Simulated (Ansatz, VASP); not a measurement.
Two plane-wave programs on Li15S8

The input INCAR:

```
PREC = Accurate
ENCUT = 650
EDIFF = 1E-7
ISMEAR = -1
SIGMA = 0.01
LREAL = False
LASPH = True
NELM = 200
ALGO = Normal
ISIF = 2
LWAVE = False
LCHARG = False
ISPIN = 2
MAGMOM = 0 0 0 0 0 0 0 0 0 0 0 0 0 0 0 0 0 0 0.5 0 0.5 0.5 0.5
LORBIT = 11
GGA = PE
IBRION = 2
NSW = 60
EDIFFG = -0.03
GGA_COMPAT = False
NELMIN = 4
KPAR = 4
```

File KPOINTS:

```
regular mesh
0
Gamma
  3 3 3
```

Contents of POSCAR:

```
Li15S8
1.0
    0.0000000000      5.6703356858      5.6703356858
    5.6703356858      0.0000000000      5.6703356858
    5.6703356858      5.6703356858      0.0000000000
Li S
15 8
Direct
    0.3750000000      0.3750000000      0.8750000000
    0.3750000000      0.8750000000      0.3750000000
    0.3750000000      0.8750000000      0.8750000000
    0.8750000000      0.3750000000      0.3750000000
    0.8750000000      0.3750000000      0.8750000000
    0.8750000000      0.8750000000      0.3750000000
    0.8750000000      0.8750000000      0.8750000000
    0.1250000000      0.1250000000      0.1250000000
    0.1250000000      0.1250000000      0.6250000000
    0.1250000000      0.6250000000      0.1250000000
    0.1250000000      0.6250000000      0.6250000000
    0.6250000000      0.1250000000      0.1250000000
    0.6250000000      0.1250000000      0.6250000000
    0.6250000000      0.6250000000      0.1250000000
    0.6250000000      0.6250000000      0.6250000000
    0.0000000000      0.0000000000      0.0000000000
    0.0000000000      0.0000000000      0.5000000000
    0.0000000000      0.5000000000      0.0000000000
    0.0000000000      0.5000000000      0.5000000000
    0.5000000000      0.0000000000      0.0000000000
    0.5000000000      0.0000000000      0.5000000000
    0.5000000000      0.5000000000      0.0000000000
    0.5000000000      0.5000000000      0.5000000000
```

Input for Ansatz:

```yaml
crystal:
  lattice:
    - [0.0, 5.6703356858, 5.6703356858]
    - [5.6703356858, 0.0, 5.6703356858]
    - [5.6703356858, 5.6703356858, 0.0]
  atoms:
    - { symbol: Li, position: [0.375, 0.375, 0.875] }
    - { symbol: Li, position: [0.375, 0.875, 0.375] }
    - { symbol: Li, position: [0.375, 0.875, 0.875] }
    - { symbol: Li, position: [0.875, 0.375, 0.375] }
    - { symbol: Li, position: [0.875, 0.375, 0.875] }
    - { symbol: Li, position: [0.875, 0.875, 0.375] }
    - { symbol: Li, position: [0.875, 0.875, 0.875] }
    - { symbol: Li, position: [0.125, 0.125, 0.125] }
    - { symbol: Li, position: [0.125, 0.125, 0.625] }
    - { symbol: Li, position: [0.125, 0.625, 0.125] }
    - { symbol: Li, position: [0.125, 0.625, 0.625] }
    - { symbol: Li, position: [0.625, 0.125, 0.125] }
    - { symbol: Li, position: [0.625, 0.125, 0.625] }
    - { symbol: Li, position: [0.625, 0.625, 0.125] }
    - { symbol: Li, position: [0.625, 0.625, 0.625] }
    - { symbol: S, position: [0.0, 0.0, 0.0] }
    - { symbol: S, position: [0.0, 0.0, 0.5] }
    - { symbol: S, position: [0.0, 0.5, 0.0] }
    - { symbol: S, position: [0.0, 0.5, 0.5], spin: 0.5 }
    - { symbol: S, position: [0.5, 0.0, 0.0] }
    - { symbol: S, position: [0.5, 0.0, 0.5], spin: 0.5 }
    - { symbol: S, position: [0.5, 0.5, 0.0], spin: 0.5 }
    - { symbol: S, position: [0.5, 0.5, 0.5], spin: 0.5 }
magnetization:
  spin_polarized: true
kpoints:
  mp_grid: { grid: [3, 3, 3] }
scf:
  occupations: { method: fermi_dirac, width: 0.01 }
hamiltonian:
  xc: pbe
  pseudopotentials: { kind: paw }
output:
  forces: true
  stress: true
  populations: true
  efg:
    quadrupole_moments_barn: { Li: -0.0401, S: -0.0694 }
    contact_densities: true
relax:
  f_tol: 0.03
  max_steps: 40
```

Change from the starting cell: Li vacancy, charge +0, ions relaxed.

Alike in both runs: task relaxation of the atoms; functional PBE; k mesh 3 × 3 × 3; occupations fermi-dirac, width 0.01 eV; collinear spin.

|  | VASP | Ansatz |
| --- | --- | --- |
| version | VASP 6.6.1 | Ansatz 0.2.0 |
| potentials or method | VASP PAW PBE potentials, release 64 (Li_sv, S) | plane-wave PAW, scalar-relativistic |
| plane-wave cutoff (eV) | 650 | 420 |
| valence electrons in the cell | 93 | 93 |

|  | VASP | Ansatz | Ansatz less VASP |
| --- | --- | --- | --- |
| net moment per atom (μB) | 0.03 | 0.03 | 0.000 |

Ansatz's warnings: stress scf threshold loose.
